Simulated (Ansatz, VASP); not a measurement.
# Two plane-wave programs on BAs

File INCAR:

```
SYSTEM = BAs
PREC     = Accurate       ! precision mode
ENCUT    = 520            ! plane-wave cutoff, eV
EDIFF    = 1E-6           ! SCF threshold, eV
ISMEAR   = -1             ! smearing method
SIGMA    = 0.02           ! smearing width, eV
LREAL    = .FALSE.        ! projectors in reciprocal space
LASPH    = .TRUE.         ! aspherical terms in the spheres
NELM     = 100            ! most SCF steps
ALGO     = Normal         ! electronic algorithm
ISIF     = 2              ! what is computed and relaxed
LWAVE    = .FALSE.        ! write WAVECAR
LCHARG   = .FALSE.        ! write CHGCAR
GGA      = PE             ! functional
IBRION   = 2              ! ionic algorithm
NSW      = 80             ! ionic steps
EDIFFG   = -0.02          ! ionic threshold
```

File KPOINTS:

```
Automatic mesh
0
G
  16 16 16
  0 0 0
```

Contents of POSCAR:

```
BAs
1.0
    0.0000000000      2.3885000000      2.3407300000
    2.3885000000      0.0000000000      2.3407300000
    2.3885000000      2.3885000000      0.0000000000
B As
1 1
Direct
    0.0000000000      0.0000000000      0.0000000000
    0.2500000000      0.2500000000      0.2500000000
```

Input for Ansatz:

```yaml
crystal:
  lattice:
    - [0.0, 2.3885, 2.34073]
    - [2.3885, 0.0, 2.34073]
    - [2.3885, 2.3885, 0.0]
  atoms:
    - { symbol: B, position: [0.0, 0.0, 0.0] }
    - { symbol: As, position: [0.25, 0.25, 0.25] }
kpoints:
  mp_grid: { grid: [16, 16, 16] }
scf:
  occupations: { method: fermi_dirac, width: 0.02 }
hamiltonian:
  xc: pbe
  pseudopotentials: { kind: paw }
output:
  forces: true
  stress: true
  populations: true
  efg:
    quadrupole_moments_barn: { B: 0.04059, As: 0.311 }
    contact_densities: true
relax:
  f_tol: 0.02
  max_steps: 60
```

Change from the starting cell: z stretched by -2 %, ions relaxed.

Alike in both runs: task relaxation of the atoms; functional PBE; k mesh 16 × 16 × 16; occupations fermi-dirac, width 0.02 eV; no spin polarisation.

```csv
,VASP,Ansatz
version,VASP 6.6.1,Ansatz 0.2.0
potentials or method,"VASP PAW PBE potentials, release 64 (B, As)","plane-wave PAW, scalar-relativistic"
plane-wave cutoff (eV),520,420
valence electrons in the cell,8,18
```

```tsv
	VASP	Ansatz	Ansatz less VASP
gap on the k mesh at the Fermi level, each at its own relaxed structure (eV)	0.86	0.87	+0.009
```

VASP's potentials hold 8 valence electrons a cell and Ansatz's 18, so a difference there can come from the potentials and not from the codes. Ansatz's warnings: stress scf threshold loose.

Noted on VASP's run: the relaxation stopped at its first step, so nothing moved.
